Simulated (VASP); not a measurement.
A run of VASP 6.6.1:

INCAR

```
ALGO = Normal
EDIFF = 1E-6
ENCUT = 520
GGA = PS
ISIF = 2
ISMEAR = 1
ISYM = 0
LASPH = T
LCHARG = F
LREAL = F
LWAVE = F
NBANDS = 17
NELM = 60
PREC = Accurate
SIGMA = 0.1
```

KPOINTS

```
k-points
0
Gamma
  6 6 8
```

File POSCAR:

```
Mg3Zn
1.0
    5.2517540000      0.0000000000      0.0000000000
    1.7400592452      4.9551098777      0.0000000000
   -3.4959065951     -2.4775549193      3.0366558542
Mg Zn
3 1
Direct
    0.5000000000      0.5000000000      0.0000000000
    0.2500000000      0.7500000000      0.5000000000
    0.7500000000      0.2500000000      0.5000000000
    0.0000000000      0.0000000000      0.0000000000
```

Potentials or basis: VASP PAW PBE potentials, release 64 (Mg, Zn).

The run is started by

```sh
$ cat potpaw_PBE.64/Mg/POTCAR potpaw_PBE.64/Zn/POTCAR > POTCAR
$ mpirun -np 1 vasp_std > vasp.out
```

Hardware: 1 thread of Intel Xeon 8259CL, with other jobs on the host.

Q: Estimate the wall time of this run.

A: It took 5.6 min on 1 thread of Intel Xeon 8259CL, with other jobs on the host, peak memory 0.39 GiB. Counts: scf iterations 12, k points 148.
